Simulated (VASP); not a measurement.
# Y3Sn (Fm-3m) in VASP: a series of runs

Y3Sn is run at these levels: LDA; tasks: single point.

Program: VASP 6.6.1. These are calculated values, not measurements. Logs are shortened: lines on timing, memory, paths and dates and some standing lists are left out, and cuts for length are marked.

### Step 1. The cell of the first run

It takes space group Fm-3m (No. 225, cubic). The conventional cell has a = 7.692 Å, b = 7.692 Å, c = 7.692 Å, α = 90.00°, β = 90.00°, γ = 90.00°. Within 4.4 Å of Y (site symmetry m-3m) lie 8 Y at 3.33 Å and 6 Sn at 3.85 Å. Within 4.4 Å of Y (site symmetry -43m) lie 10 Y at 3.33 to 3.85 Å and 4 Sn at 3.33 Å. Within 4.4 Å of Sn (site symmetry m-3m) lie 14 Y at 3.33 to 3.85 Å.

### Step 2. Single point, LDA

File INCAR:

```
  PREC = Accurate
  ENCUT = 500
  EDIFF = 1E-6
  ISMEAR = 0
  SIGMA = 0.5
  LREAL = F
  LASPH = T
  NELM = 120
  ALGO = Normal
  ISIF = 2
  LWAVE = F
  LCHARG = F
  GGA = CA
  NBANDS = 32
  GGA_COMPAT = F
```

File KPOINTS:

```
Automatic mesh
0
Gamma
  5 5 5
```

File POSCAR:

```
Y3Sn
1.0
    0.0000000000      3.8460590000      3.8460590000
    3.8460590000      0.0000000000      3.8460590000
    3.8460590000      3.8460590000      0.0000000000
Y Sn
3 1
Direct
    0.0000000000      0.0000000000      0.0000000000
    0.2500000000      0.2500000000      0.2500000000
    0.7500000000      0.7500000000      0.7500000000
    0.5000000000      0.5000000000      0.5000000000
```

Potentials or basis: VASP PAW LDA potentials, release 64 (Y_sv, Sn_d).

Launch:

```console
> cat potpaw_LDA.64/Y_sv/POTCAR potpaw_LDA.64/Sn_d/POTCAR > POTCAR
> mpirun -np 1 vasp_std > vasp.out
```

OUTCAR:

```text
PREC = Accurate
   ENCUT = 500
   EDIFF = 1E-6
   ISMEAR = 0
   LREAL = F
   LASPH = T
   NELM = 120
   ISIF = 2
   GGA = CA

 ion  position               nearest neighbor table
   1  0.000  0.000  0.000-   3 3.33   3 3.33   3 3.33   2 3.33   3 3.33   2 3.33   2 3.33   2 3.33
                             4 3.85   4 3.85   4 3.85   4 3.85   4 3.85   4 3.85
   2  0.250  0.250  0.250-   1 3.33   1 3.33   1 3.33   1 3.33   4 3.33   4 3.33   4 3.33   4 3.33
                             3 3.85   3 3.85   3 3.85   3 3.85   3 3.85   3 3.85
   3  0.750  0.750  0.750-   4 3.33   4 3.33   4 3.33   1 3.33   4 3.33   1 3.33   1 3.33   1 3.33
                             2 3.85   2 3.85   2 3.85   2 3.85   2 3.85   2 3.85
   4  0.500  0.500  0.500-   2 3.33   2 3.33   2 3.33   2 3.33   3 3.33   3 3.33   3 3.33   3 3.33
                             1 3.85   1 3.85   1 3.85   1 3.85   1 3.85   1 3.85

  LATTYP: Found a face centered cubic cell.
 ALAT       =     7.6921180000

  Lattice vectors:

 A1 = (   0.0000000000,   3.8460590000,   3.8460590000)
 A2 = (   3.8460590000,   0.0000000000,   3.8460590000)
 A3 = (   3.8460590000,   3.8460590000,   0.0000000000)

Analysis of symmetry for initial positions (statically):
=====================================================================
 Subroutine PRICEL returns:
 Original cell was already a primitive cell.

 Routine SETGRP: Setting up the symmetry group for a
 face centered cubic supercell.

 Subroutine GETGRP returns: Found 48 space group operations
 (whereof 48 operations were pure point group operations)
 out of a pool of 48 trial point group operations.

The static configuration has the point symmetry O_h .

Analysis of symmetry for dynamics (positions and initial velocities):
=====================================================================
 Subroutine PRICEL returns:
 Original cell was already a primitive cell.

 Routine SETGRP: Setting up the symmetry group for a
 face centered cubic supercell.

 Subroutine GETGRP returns: Found 48 space group operations
 (whereof 48 operations were pure point group operations)
 out of a pool of 48 trial point group operations.

The dynamic configuration has the point symmetry O_h .

 Subroutine INISYM returns: Found 48 space group operations
 (whereof 48 operations are pure point group operations),
 and found     1 'primitive' translations

----------------------------------------------------------------------------------------

                                     Primitive cell

  volume of cell :     113.7831

  direct lattice vectors                    reciprocal lattice vectors
     0.000000000  3.846059000  3.846059000    -0.130003206  0.130003206  0.130003206
     3.846059000  0.000000000  3.846059000     0.130003206 -0.130003206  0.130003206
     3.846059000  3.846059000  0.000000000     0.130003206  0.130003206 -0.130003206

  length of vectors
     5.439148799  5.439148799  5.439148799     0.225172158  0.225172158  0.225172158

  position of ions in fractional coordinates (direct lattice)
     0.000000000  0.000000000  0.000000000
     0.250000000  0.250000000  0.250000000
     0.750000000  0.750000000  0.750000000
     0.500000000  0.500000000  0.500000000

  ion indices of the primitive-cell ions
   primitive index   ion index
                 1           1
                 2           2
                 3           3
                 4           4

----------------------------------------------------------------------------------------

 KPOINTS: Automatic mesh

Automatic generation of k-mesh.
 Grid dimensions read from file:
 generate k-points for:    5    5    5

 Generating k-lattice:

  Cartesian coordinates                     Fractional coordinates (reciprocal lattice)
    -0.026000641  0.026000641  0.026000641     0.200000000  0.000000000  0.000000000
     0.026000641 -0.026000641  0.026000641     0.000000000  0.200000000  0.000000000
     0.026000641  0.026000641 -0.026000641     0.000000000  0.000000000  0.200000000

  Length of vectors
     0.045034432  0.045034432  0.045034432

  Shift w.r.t. Gamma in fractional coordinates (k-lattice)
     0.000000000  0.000000000  0.000000000

 Subroutine IBZKPT returns following result:
 ===========================================

 Found     10 irreducible k-points:

 Following reciprocal coordinates:
            Coordinates               Weight
  0.000000  0.000000  0.000000      1.000000
  0.200000  0.000000  0.000000      8.000000
  0.400000  0.000000  0.000000      8.000000
  0.200000  0.200000  0.000000      6.000000
  0.400000  0.200000  0.000000     24.000000
 -0.400000  0.200000  0.000000     24.000000
 -0.200000  0.200000  0.000000     12.000000
  0.400000  0.400000  0.000000      6.000000
 -0.400000  0.400000  0.000000     12.000000
 -0.400000  0.400000  0.200000     24.000000
   k-points           NKPTS =     10   k-points in BZ     NKDIM =     10   number of bands    NBANDS=     32
   number of dos      NEDOS =    301   number of ions     NIONS =      4
   total plane-waves  NPLWV =  64000
   dimension x,y,z NGX =    40 NGY =   40 NGZ =   40
   dimension x,y,z NGXF=    80 NGYF=   80 NGZF=   80
   ions per type =               3   1
   NGX,Y,Z   is equivalent  to a cutoff of  12.23, 12.23, 12.23 a.u.
   NGXF,Y,Z  is equivalent  to a cutoff of  24.45, 24.45, 24.45 a.u.
 SYSTEM =  unknown system
   PREC   = accura    normal or accurate (medium, high low for compatibility)
   ISTART =      0    job   : 0-new  1-cont  2-samecut
   ICHARG =      2    charge: 1-file 2-atom 10-const
   ISPIN  =      1    spin polarized calculation?
   LNONCOLLINEAR =      F non collinear calculations
   LSORBIT =      F    spin-orbit coupling
   LASPH  =      T    aspherical Exc in radial PAW
   ENCUT  =  500.0 eV  36.75 Ry    6.06 a.u.   9.92  9.92  9.92*2*pi/ulx,y,z
   NELM   =    120;   NELMIN=  2; NELMDL= -5     # of ELM steps
   EDIFF  = 0.1E-05   stopping-criterion for ELM
   LREAL  =      F    real-space projection
   EDIFFG = 0.1E-04   stopping-criterion for IOM
   NSW    =      0    number of steps for IOM
   IBRION =     -1    ionic relax: 0-MD 1-quasi-New 2-CG
   NFREE  =      0    steps in history (QN), initial steepest desc. (CG)
   ISIF   =      2    stress and relaxation
   ISYM   =      2    0-nonsym 1-usesym 2-fastsym
   POTIM  = 0.5000    time-step for ionic-motion
   TEBEG  =    0.0;   TEEND  =   0.0 temperature during run
   PSTRESS=    0.0 pullay stress
   NELECT =      47.0000    total number of electrons
   NUPDOWN=      -1.0000    fix difference up-down
   EMIN   =  10.00;   EMAX   =-10.00  energy-range for DOS
   EFERMI =   0.00;   METHOD = LEGACY
   ISMEAR =     0;   SIGMA  =   0.50  broadening in eV -4-tet -1-fermi 0-gaus
   EFERMI_NEDOS =   21; number of points for ismear=-14 and -15
   IALGO  =     38    algorithm
   IMIX   =      4    mixing-type and parameters
     AMIX     =   0.40;   BMIX     =  1.00
     AMIX_MAG =   1.60;   BMIX_MAG =  1.00
  volume/ion in A,a.u.               =      28.45       191.96
  Fermi-wavevector in a.u.,A,eV,Ry     =   1.219218  2.303989 20.224972  1.486494
  Thomas-Fermi vector in A             =   2.354478
   LORBIT       =      0    0 simple, 1 ext, 2 COOP (PROOUT), +10 PAW based schemes
   GGA     = CA    functional components
   LHFCALC =     F    Hartree Fock is set to
   AEXX    =    0.0000 exact exchange contribution
   IVDW    =     0    specifies the selected vdW correction
   LEPSILON=     F    determine dielectric tensor
   LRPA    =     F    only Hartree local field effects (RPA)
 non-spin polarized calculation
 Gauss-broadening in eV      SIGMA  =   0.50
  energy-cutoff  :      500.00
  volume of cell :      113.78
 maximum number of plane-waves:      2900
   NGX = 19   NGY = 19   NGZ = 19

 number of electron      46.9999993 magnetization

 Free energy of the ion-electron system (eV)
  ---------------------------------------------------
  ext. energy  EPLUGINS =         0.00000000
  ---------------------------------------------------
  free energy    TOTEN  =       -26.81156815 eV

  energy without entropy =      -26.12297517  energy(sigma->0) =      -26.46727166

 E-fermi :   4.6881     XC(G=0): -10.2622

 val. band max:        4.6826102717   @ k =   0.2000   0.0000   0.0000
 cond. band min:       4.6978163194   @ k =  -0.4000   0.4000   0.0000
 fundamental gap:      0.0152060477
 Fermi energy:         4.6881234756

 k-point     1 :       0.0000    0.0000    0.0000
  band No.  band energies     occupation
      1     -37.8198      2.00000
      2     -37.6975      2.00000
      3     -37.6630      2.00000
      4     -18.0885      2.00000
      5     -18.0885      2.00000
      6     -18.0885      2.00000
[... 24 lines left out ...]
     31       8.5700      0.00000
     32       8.5700      0.00000

 k-point     2 :       0.2000    0.0000    0.0000
  band No.  band energies     occupation
      1     -37.8085      2.00000
      2     -37.7003      2.00000
      3     -37.6718      2.00000
      4     -18.1285      2.00000
      5     -18.1239      2.00000
      6     -18.1239      2.00000
[... 24 lines left out ...]
     31       8.5029      0.00000
     32       8.5030      0.00000

 k-point     3 :       0.4000    0.0000    0.0000
  band No.  band energies     occupation
      1     -37.7847      2.00000
      2     -37.7088      2.00000
      3     -37.6873      2.00000
      4     -18.1632      2.00000
      5     -18.1632      2.00000
      6     -18.1226      2.00000
[... 24 lines left out ...]
     31       7.9177      0.00000
     32       7.9177      0.00000

 k-point     4 :       0.2000    0.2000    0.0000
  band No.  band energies     occupation
      1     -37.8045      2.00000
      2     -37.7008      2.00000
      3     -37.6754      2.00000
      4     -18.1673      2.00000
      5     -18.1673      2.00000
      6     -18.0737      2.00000
[... 164 lines left out ...]
     31       7.9077      0.00000
     32       8.6494      0.00000

 k-point     9 :      -0.4000    0.4000    0.0000
  band No.  band energies     occupation
      1     -37.7586      2.00000
      2     -37.7147      2.00000
      3     -37.7077      2.00000
      4     -18.2347      2.00000
      5     -18.2312      2.00000
      6     -18.0174      2.00000
[... 24 lines left out ...]
     31       7.1060      0.00000
     32       8.1681      0.00000

 k-point    10 :      -0.4000    0.4000    0.2000
  band No.  band energies     occupation
      1     -37.7648      2.00000
      2     -37.7094      2.00000
      3     -37.7068      2.00000
      4     -18.2441      2.00000
      5     -18.1636      2.00000
      6     -18.0987      2.00000
[... 24 lines left out ...]
     31       7.5862      0.00000
     32       7.9465      0.00000

------------------------ aborting loop because EDIFF is reached ----------------------------------------

  FORCE on cell =-STRESS in cart. coord.  units (eV):
  Direction    XX          YY          ZZ          XY          YZ          ZX
  --------------------------------------------------------------------------------------
  -------------------------------------------------------------------------------------
  Total       -3.0171498     -3.0171498     -3.0171498     -0.0000000      0.0000000      0.0000000
  in kB      -42.4844141    -42.4844141    -42.4844141     -0.0000000      0.0000000      0.0000000
  external PRESSURE =     -42.4844141 kB  Pullay stress =       0.0000000 kB

 VOLUME and BASIS-vectors are now :
 -----------------------------------------------------------------------------
  energy-cutoff  :      500.00
  volume of cell :      113.78
      direct lattice vectors                 reciprocal lattice vectors
     0.000000000  3.846059000  3.846059000    -0.130003206  0.130003206  0.130003206
     3.846059000  0.000000000  3.846059000     0.130003206 -0.130003206  0.130003206
     3.846059000  3.846059000  0.000000000     0.130003206  0.130003206 -0.130003206

 POSITION                                       TOTAL-FORCE (eV/Angst)
 -----------------------------------------------------------------------------------
      0.00000      0.00000      0.00000        -0.000000     -0.000000     -0.000000
      1.92303      1.92303      1.92303        -0.000000     -0.000000     -0.000000
      5.76909      5.76909      5.76909         0.000000      0.000000      0.000000
      3.84606      3.84606      3.84606        -0.000000     -0.000000     -0.000000
 -----------------------------------------------------------------------------------
    total drift:                               -0.000000      0.000000      0.000000

  FREE ENERGIE OF THE ION-ELECTRON SYSTEM (eV)
  ---------------------------------------------------
  free  energy   TOTEN  =       -26.8115681480 eV

  energy  without entropy=      -26.1229751719  energy(sigma->0) =      -26.46727166
```

Wall time 35 s (1 thread of Intel Xeon Platinum 8488C (Sapphire Rapids), shared host); peak memory 0.21 GiB.

What came out:

```
Free energy            : -26.8116 eV
Pressure               : -4.2 GPa
Band gap on the k mesh : zero (an odd number of electrons rules out a gap without spin polarisation)
```

Caveat: the cell stands under tension; so wide a smearing shifts energies and pressures; spin-orbit coupling is left out, which moves the levels of the heavy elements.

### Step 3. Single point, LDA

File INCAR:

```
SYSTEM = Y3Sn
  PREC = Accurate
  ENCUT = 500
  EDIFF = 1E-6
  ISMEAR = 0
  SIGMA = 0.3
  LREAL = .False.
  LASPH = .True.
  NELM = 120
  ALGO = Normal
  ISIF = 2
  LWAVE = .False.
  LCHARG = .True.
  GGA = CA
  LELF = .True.
  LVHAR = .True.
  NBANDS = 32
  GGA_COMPAT = .False.
```

File KPOINTS:

```
Automatic mesh
0
Gamma
  5 5 5
  0 0 0
```

POSCAR is that of step 2.

Potentials or basis: VASP PAW LDA potentials, release 64 (Y_sv, Sn_d).

Launch:

```console
> cat potpaw_LDA.64/Y_sv/POTCAR potpaw_LDA.64/Sn_d/POTCAR > POTCAR
> mpirun -np 1 vasp_std > vasp.out
```

Wall time 42 s (1 thread of Intel Xeon Platinum 8488C (Sapphire Rapids), shared host); peak memory 0.21 GiB.

It converged, with:

* Free energy: -26.5815 eV
* Pressure: -4.5 GPa
* Band gap on the k mesh: zero (an odd number of electrons rules out a gap without spin polarisation)

Levels at points of the mesh, in eV from the Fermi level:
| k point | band 20 | band 21 | band 22 | band 23 | band 24 | band 25 | band 26 | band 27 | band 28 | band 29 |
| --- | --- | --- | --- | --- | --- | --- | --- | --- | --- | --- |
| (0.00, 0.00, 0.00) | -1.98 | -1.98 | -1.20 | -1.20 | -0.58 | 0.42 | 0.42 | 0.42 | 3.28 | 3.28 |

Caveat: the cell stands under tension; so wide a smearing shifts energies and pressures; spin-orbit coupling is left out, which moves the levels of the heavy elements.

The gap in the log of VASP goes by the Fermi energy; the results here count the filled bands.